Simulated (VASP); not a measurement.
A run of VASP 6.6.1 is set up as follows.

INCAR

```
  ALGO = Normal
  EDIFF = 1E-7
  ENCUT = 520
  GGA = PE
  ISIF = 2
  ISMEAR = 0
  LASPH = T
  LCHARG = F
  LREAL = F
  LWAVE = F
  NBANDS = 30
  NELM = 60
  PREC = Accurate
  SIGMA = 0.02
```

KPOINTS

```
k-points
0
Gamma
  6 6 6
```

File POSCAR:

```
SiGeO4
1.0
    0.0000000000      3.7035198653      3.7035198653
    3.7035198653      0.0000000000      3.7035198653
    3.7035198653      3.7035198653      0.0000000000
Si Ge O
1 1 4
Direct
    0.7500000000      0.7500000000      0.7500000000
    0.5000000000      0.5000000000      0.5000000000
    0.1126396115      0.6291201295      0.6291201295
    0.6291201295      0.1126396115      0.6291201295
    0.6291201295      0.6291201295      0.1126396115
    0.6291201295      0.6291201295      0.6291201295
```

Potentials or basis: VASP PAW PBE potentials, release 64 (Si, Ge_d, O).

Command:

```console
$ cat potpaw_PBE.64/Si/POTCAR potpaw_PBE.64/Ge_d/POTCAR potpaw_PBE.64/O/POTCAR > POTCAR
$ mpirun -np 1 vasp_std > vasp.out
```

Task: What does it give for the band gap on the k mesh?

Result: 5.19 eV (least direct gap 5.20 eV).

Task: Estimate the largest force.

Result: 0.192 eV/Å.

Task: Predict the pressure.

Result: 20.6 GPa.

Forces in eV/Å, atoms in the order of the input:
```
Si   0.000  0.000  0.000
Ge   0.000  0.000  0.000
O   -0.111  0.111  0.111
O    0.111 -0.111  0.111
O    0.111  0.111 -0.111
O   -0.111 -0.111 -0.111
```

Caveat: the cell stands under pressure. A k mesh can miss the band edges.
